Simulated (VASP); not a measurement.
GaN (NiAs type), 4 atoms in the cell. The structure is hexagonal, space group P6_3/mmc (No. 194). The conventional cell has a = 2.739 Å, b = 2.739 Å, c = 4.741 Å, α = 90.00°, β = 90.00°, γ = 120.00°. Ga (site symmetry -3m) has 6 N at 1.98 Å and 2 Ga at 2.37 Å within 2.6 Å. Within 2.6 Å of N (site symmetry -6m2) lie 6 Ga at 1.98 Å. 

| Property | Result |
| --- | --- |
| Program | VASP 6.6.1 |
| Task | single point |
| Functional | PBE |
| Potentials or basis | VASP PAW PBE potentials, release 64 (Ga_d, N) |
| Cutoff | 520 eV |
| k mesh | 12 × 12 × 7 |
| Occupations | fermi-dirac, width 0.1 eV |
| Spin | no spin polarisation |
| Dipole correction | no |
| Further INCAR settings | ALGO = Normal; EDIFF = 1e-06; NBANDS = 26 |

Potentials or basis: VASP PAW PBE potentials, release 64 (Ga_d, N).

The run is started by

```sh
$ cat potpaw_PBE.64/Ga_d/POTCAR potpaw_PBE.64/N/POTCAR > POTCAR
$ mpirun -np 1 vasp_std > vasp.out
```

Hardware: 1 thread of Intel(R) Xeon(R) Platinum 8559C (Emerald Rapids), on a shared host.

How long does it take, and how much memory?

It took 31 s on 1 thread of Intel(R) Xeon(R) Platinum 8559C (Emerald Rapids), on a shared host, peak memory 0.17 GiB. Counts: scf iterations 13, k points 76.
